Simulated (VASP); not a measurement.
A run of VASP 6.6.1 is set up as follows.

INCAR

```
PREC     = Accurate       # precision mode
ENCUT    = 520            # plane-wave cutoff, eV
EDIFF    = 1E-8           # SCF threshold, eV
ISMEAR   = 0              # smearing method
SIGMA    = 0.05           # smearing width, eV
LREAL    = False          # projectors in reciprocal space
LASPH    = True           # aspherical terms in the spheres
NELM     = 80             # most SCF steps
ALGO     = Normal         # electronic algorithm
ISIF     = 2              # what is computed and relaxed
LWAVE    = False          # write WAVECAR
LCHARG   = False          # write CHGCAR
GGA      = CA             # functional
IBRION   = 8              # ionic algorithm
NSW      = 1              # ionic steps
```

File KPOINTS:

```
Automatic mesh
0
Gamma
  6 6 6
```

POSCAR

```
PbS
1.0
    2.1126620000      1.2197460000      3.4519160000
   -2.1126620000      1.2197460000      3.4519160000
    0.0000000000     -2.4394920000      3.4519160000
Pb S
1 1
Direct
    0.9805660000      0.9805660000      0.9805660000
    0.4750360000      0.4750360000      0.4750360000
```

Potentials or basis: VASP PAW LDA potentials, release 64 (Pb_d, S).

Run with:

```console
$ cat potpaw_LDA.64/Pb_d/POTCAR potpaw_LDA.64/S/POTCAR > POTCAR
$ mpirun -np 1 vasp_std > vasp.out
```

Q: Estimate the highest phonon frequency at Γ, LO-TO splitting left out.

A: 0 cm⁻¹.

Q: What does it give for the most unstable mode?

A: 51i cm⁻¹.

Phonon frequencies in cm⁻¹ (negative: imaginary):
```
              q point        frequencies
(0.000, 0.000, 0.000)  -51 -51 -19 0 0 0
```

Caveat: the cell stands under pressure or tension, which shifts response properties; some modes are imaginary.
